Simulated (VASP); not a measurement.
# Pb (Pm-3m) in VASP: relaxation of cell and atoms with PBE

Aim: the relaxation of cell and atoms of Pb with PBE.

Everything below comes from runs of VASP 6.6.1. Logs are shortened: lines on timing, memory, paths and dates and some standing lists are left out, and cuts for length are marked.

## 1. The cell of the first run

Symmetry: Pm-3m, No. 221, cubic system. Conventional cell: a = 3.265 Å, b = 3.265 Å, c = 3.265 Å, α = 90.00°, β = 90.00°, γ = 90.00°. Within 4.3 Å of Pb (site symmetry m-3m) lie 6 Pb at 3.26 Å.

This isn't the form of Pb at room conditions, which is fcc.

## 2. Relaxation of cell and atoms, PBE, non-collinear spin, zero start, spin-orbit coupling

File INCAR:

```
SYSTEM = Pb
PREC = Accurate ; ENCUT = 600
EDIFF = 1E-7 ; ISMEAR = -1
SIGMA = 0.05 ; LREAL = .FALSE.
LASPH = .TRUE. ; NELM = 150
ALGO = Normal ; ISIF = 3
LWAVE = .FALSE. ; LCHARG = .FALSE.
MAGMOM = 0 0 0 ; LORBIT = 11
LSORBIT = .TRUE. ; GGA_COMPAT = .FALSE.
LORBMOM = .TRUE. ; GGA = PE
IBRION = 2 ; NSW = 45
EDIFFG = -0.005
```

File KPOINTS:

```
regular mesh
0
G
  13 13 13
  0 0 0
```

File POSCAR:

```
Pb
1.0
    3.2647397550      0.0000000000      0.0000000000
    0.0000000000      3.2647397550      0.0000000000
    0.0000000000      0.0000000000      3.2647397550
Pb
1
Direct
    0.0000000000      0.0000000000      0.0000000000
```

Potentials or basis: VASP PAW PBE potentials, release 64 (Pb_d).

The run is started by

```sh
$ cat potpaw_PBE.64/Pb_d/POTCAR > POTCAR
$ mpirun -np 1 vasp_ncl > vasp.out
```

OUTCAR:

```text
SYSTEM = Pb
   PREC = Accurate
   ENCUT = 600
   EDIFF = 1E-7
   ISMEAR = -1
   LREAL = .FALSE.
   LASPH = .TRUE.
   NELM = 150
   ISIF = 3
   LORBIT = 11
   LSORBIT = .TRUE.
   GGA = PE
   IBRION = 2
   NSW = 45
   EDIFFG = -0.005

 ion  position               nearest neighbor table
   1  0.000  0.000  0.000-

  LATTYP: Found a simple cubic cell.
 ALAT       =     3.2647397550

  Lattice vectors:

 A1 = (   3.2647397550,   0.0000000000,   0.0000000000)
 A2 = (   0.0000000000,   3.2647397550,   0.0000000000)
 A3 = (   0.0000000000,   0.0000000000,   3.2647397550)

Analysis of symmetry for initial positions (statically):
=====================================================================
 Subroutine PRICEL returns:
 Original cell was already a primitive cell.

 Routine SETGRP: Setting up the symmetry group for a
 simple cubic supercell.

 Subroutine GETGRP returns: Found 48 space group operations
 (whereof 48 operations were pure point group operations)
 out of a pool of 48 trial point group operations.

The static configuration has the point symmetry O_h .

Analysis of symmetry for dynamics (positions and initial velocities):
=====================================================================
 Subroutine PRICEL returns:
 Original cell was already a primitive cell.

 Routine SETGRP: Setting up the symmetry group for a
 simple cubic supercell.

 Subroutine GETGRP returns: Found 48 space group operations
 (whereof 48 operations were pure point group operations)
 out of a pool of 48 trial point group operations.

The dynamic configuration has the point symmetry O_h .

Analysis of structural, dynamic, and magnetic symmetry:
=====================================================================
 Subroutine PRICEL returns:
 Original cell was already a primitive cell.

 Routine SETGRP: Setting up the symmetry group for a
 simple cubic supercell.

 Subroutine GETGRP returns: Found 48 space group operations
 (whereof 48 operations were pure point group operations)
 out of a pool of 48 trial point group operations.

The overall configuration has the point symmetry O_h .

 Subroutine INISYM returns: Found 48 space group operations
 (whereof 48 operations are pure point group operations),
 and found     1 'primitive' translations

----------------------------------------------------------------------------------------

                                     Primitive cell

  volume of cell :      34.7973

  direct lattice vectors                    reciprocal lattice vectors
     3.264739755  0.000000000  0.000000000     0.306303128  0.000000000  0.000000000
     0.000000000  3.264739755  0.000000000     0.000000000  0.306303128  0.000000000
     0.000000000  0.000000000  3.264739755     0.000000000  0.000000000  0.306303128

  length of vectors
     3.264739755  3.264739755  3.264739755     0.306303128  0.306303128  0.306303128

  position of ions in fractional coordinates (direct lattice)
     0.000000000  0.000000000  0.000000000

  ion indices of the primitive-cell ions
   primitive index   ion index
                 1           1

----------------------------------------------------------------------------------------

 KPOINTS: regular mesh

Automatic generation of k-mesh.
 Grid dimensions read from file:
 generate k-points for:   13   13   13

 Generating k-lattice:

  Cartesian coordinates                     Fractional coordinates (reciprocal lattice)
     0.023561779  0.000000000  0.000000000     0.076923077  0.000000000  0.000000000
     0.000000000  0.023561779  0.000000000     0.000000000  0.076923077  0.000000000
     0.000000000  0.000000000  0.023561779     0.000000000  0.000000000  0.076923077

  Length of vectors
     0.023561779  0.023561779  0.023561779

  Shift w.r.t. Gamma in fractional coordinates (k-lattice)
     0.000000000  0.000000000  0.000000000

 Subroutine IBZKPT returns following result:
 ===========================================

 Found     84 irreducible k-points:

 Following reciprocal coordinates:
            Coordinates               Weight
  0.000000  0.000000  0.000000      1.000000
[... 63 lines left out ...]
  volume/ion in A,a.u.               =      34.80       234.82
  Fermi-wavevector in a.u.,A,eV,Ry     =   1.208562  2.283851 19.872971  1.460622
  Thomas-Fermi vector in A             =   2.344166
   LORBIT       =     11    0 simple, 1 ext, 2 COOP (PROOUT), +10 PAW based schemes
   GGA     = PE    functional components
   LHFCALC =     F    Hartree Fock is set to
   AEXX    =    0.0000 exact exchange contribution
   IVDW    =     0    specifies the selected vdW correction
   LEPSILON=     F    determine dielectric tensor
   LRPA    =     F    only Hartree local field effects (RPA)
 conjugate gradient relaxation of ions
  energy-cutoff  :      600.00
  volume of cell :       34.80
 maximum number of plane-waves:      2378
 NGX is ok and might be reduce to    28
   NGX = 13   NGY = 13   NGZ = 13

--------------------------------------- Ionic step        1  -------------------------------------------

 number of electron      13.9999997 magnetization       0.0000000      0.0000000      0.0000000

 number of electron      13.9999997 magnetization      -0.0000000     -0.0000000     -0.0000000

 Free energy of the ion-electron system (eV)
  ---------------------------------------------------
  ext. energy  EPLUGINS =         0.00000000
  ---------------------------------------------------
  free energy    TOTEN  =        -3.98482540 eV

  energy without entropy =       -3.97931513  energy(sigma->0) =       -3.98207026

------------------------ aborting loop because EDIFF is reached ----------------------------------------

  FORCE on cell =-STRESS in cart. coord.  units (eV):
  Direction    XX          YY          ZZ          XY          YZ          ZX
  --------------------------------------------------------------------------------------
  -------------------------------------------------------------------------------------
  Total        0.0167727      0.0167727      0.0167727      0.0000000     -0.0000000     -0.0000000
  in kB        0.7722692      0.7722692      0.7722692      0.0000000     -0.0000000     -0.0000000
  external PRESSURE =       0.7722692 kB  Pullay stress =       0.0000000 kB

 VOLUME and BASIS-vectors are now :
 -----------------------------------------------------------------------------
  energy-cutoff  :      600.00
  volume of cell :       34.80
      direct lattice vectors                 reciprocal lattice vectors
     3.264739755  0.000000000  0.000000000     0.306303128  0.000000000  0.000000000
     0.000000000  3.264739755  0.000000000     0.000000000  0.306303128  0.000000000
     0.000000000  0.000000000  3.264739755     0.000000000  0.000000000  0.306303128

 POSITION                                       TOTAL-FORCE (eV/Angst)
 -----------------------------------------------------------------------------------
      0.00000      0.00000      0.00000         0.000000      0.000000      0.000000
 -----------------------------------------------------------------------------------
    total drift:                               -0.000000      0.000000     -0.000000

  FREE ENERGIE OF THE ION-ELECTRON SYSTEM (eV)
  ---------------------------------------------------
  free  energy   TOTEN  =        -3.9848253994 eV

  energy  without entropy=       -3.9793151294  energy(sigma->0) =       -3.98207026

--------------------------------------- Ionic step        2  -------------------------------------------

 number of electron      13.9999996 magnetization      -0.0000000     -0.0000000     -0.0000000

 number of electron      13.9999996 magnetization       0.0000000      0.0000000      0.0000000

 Free energy of the ion-electron system (eV)
  ---------------------------------------------------
  ext. energy  EPLUGINS =         0.00000000
  ---------------------------------------------------
  free energy    TOTEN  =        -3.98484359 eV

  energy without entropy =       -3.97932479  energy(sigma->0) =       -3.98208419

 E-fermi :   5.6361     XC(G=0):  -9.3878

 val. band max:        5.6332327202   @ k =   0.2308   0.0769   0.0000
 cond. band min:       5.6491491838   @ k =   0.4615   0.4615   0.3077
 fundamental gap:      0.0159164636
 Fermi energy:         5.6360575840

 k-point     1 :       0.0000    0.0000    0.0000
  band No.  band energies     occupation
      1     -12.6994      1.00000
      2     -12.6994      1.00000
      3     -12.6994      1.00000
      4     -12.6994      1.00000
      5     -10.2230      1.00000
      6     -10.2230      1.00000
[... 589 lines left out ...]
     21      16.6528      0.00000
     22      16.6528      0.00000

 [... further k-points ...]

------------------------ aborting loop because EDIFF is reached ----------------------------------------

  FORCE on cell =-STRESS in cart. coord.  units (eV):
  Direction    XX          YY          ZZ          XY          YZ          ZX
  --------------------------------------------------------------------------------------
  -------------------------------------------------------------------------------------
  Total       -0.0007002     -0.0007002     -0.0007002     -0.0000000     -0.0000000     -0.0000000
  in kB       -0.0321623     -0.0321623     -0.0321623     -0.0000000     -0.0000000     -0.0000000
  external PRESSURE =      -0.0321623 kB  Pullay stress =       0.0000000 kB

 VOLUME and BASIS-vectors are now :
 -----------------------------------------------------------------------------
  energy-cutoff  :      600.00
  volume of cell :       34.88
      direct lattice vectors                 reciprocal lattice vectors
     3.267381456 -0.000000000 -0.000000000     0.306055480  0.000000000  0.000000000
     0.000000000  3.267381456  0.000000000     0.000000000  0.306055480  0.000000000
    -0.000000000 -0.000000000  3.267381456     0.000000000  0.000000000  0.306055480

 POSITION                                       TOTAL-FORCE (eV/Angst)
 -----------------------------------------------------------------------------------
      0.00000      0.00000      0.00000         0.000000      0.000000      0.000000
 -----------------------------------------------------------------------------------
    total drift:                               -0.000000     -0.000000     -0.000000

  FREE ENERGIE OF THE ION-ELECTRON SYSTEM (eV)
  ---------------------------------------------------
  free  energy   TOTEN  =        -3.9848435913 eV

  energy  without entropy=       -3.9793247888  energy(sigma->0) =       -3.98208419

 reached required accuracy - stopping structural energy minimisation

 orbital moment (x)

 # of ion     p       d       tot
 ----------------------------------------
  1         0.000   0.000   0.000
 ----------------------------------------
            0.000   0.000   0.000

 orbital moment (y)

 # of ion     p       d       tot
 ----------------------------------------
  1         0.000   0.000   0.000
 ----------------------------------------
            0.000   0.000   0.000

 orbital moment (z)

 # of ion     p       d       tot
 ----------------------------------------
  1         0.000  -0.000  -0.000
 ----------------------------------------
            0.000  -0.000  -0.000

 Spin-Orbit-Coupling matrix elements

 Ion:    1  E_soc:     -1.2559155
 l=   1
     0.0000000    -0.1423073    -0.1423073
    -0.1423073     0.0000000    -0.1423073
    -0.1423073    -0.1423073     0.0000000
 l=   2
     0.0000000    -0.0137661     0.0000000    -0.0137661    -0.0532459
    -0.0137661     0.0000000    -0.0399344    -0.0137661    -0.0133115
     0.0000000    -0.0399344     0.0000000    -0.0399344     0.0000000
    -0.0137661    -0.0137661    -0.0399344     0.0000000    -0.0133115
    -0.0532459    -0.0133115     0.0000000    -0.0133115     0.0000000
 l=   3
     0.0000000     0.0000000     0.0000000     0.0000000     0.0000000     0.0000000     0.0000000
     0.0000000     0.0000000     0.0000000     0.0000000     0.0000000     0.0000000     0.0000000
     0.0000000     0.0000000     0.0000000     0.0000000     0.0000000     0.0000000     0.0000000
     0.0000000     0.0000000     0.0000000     0.0000000     0.0000000     0.0000000     0.0000000
     0.0000000     0.0000000     0.0000000     0.0000000     0.0000000     0.0000000     0.0000000
     0.0000000     0.0000000     0.0000000     0.0000000     0.0000000     0.0000000     0.0000000
     0.0000000     0.0000000     0.0000000     0.0000000     0.0000000     0.0000000     0.0000000

 total charge

# of ion       s       p       d       tot
------------------------------------------
    1        1.361   0.805   9.805  11.972

 magnetization (x)

# of ion       s       p       d       tot
------------------------------------------
    1        0.000   0.000  -0.000   0.000

 magnetization (y)

# of ion       s       p       d       tot
------------------------------------------
    1       -0.000   0.000  -0.000   0.000

 magnetization (z)

# of ion       s       p       d       tot
------------------------------------------
    1       -0.000   0.000  -0.000   0.000
```

Wall time 4.5 min (1 thread of Intel Xeon Platinum 8259CL at 2.50GHz (Skylake/Cascade Lake), shared host); peak memory 0.31 GiB.

Results:

* Free energy: -3.9848 eV
* Relaxed volume: 34.88 Å³/atom
* Relaxed cell: a = 3.267 Å, b = 3.267 Å, c = 3.267 Å, α = 90.00°, β = 90.00°, γ = 90.00°
* Space group after relaxing (to 0.1 Å): Pm-3m (No. 221)
* Energy gained by relaxing: 0.0 meV/atom
* Ionic steps: 2
* Pressure after relaxing: 0.0 GPa
* Net moment: 0.00 μB per cell
* Valence electrons inside the program's atomic spheres: Pb 11.97

Final structure:
```
Pb
1.0
     3.26738    0.00000    0.00000
     0.00000    3.26738    0.00000
     0.00000    0.00000    3.26738
Pb
1
Direct
  0.00000 0.00000 0.00000
```

Moments on the atoms (μB; x, y, z):
```
Pb  0.00 0.00 0.00
```
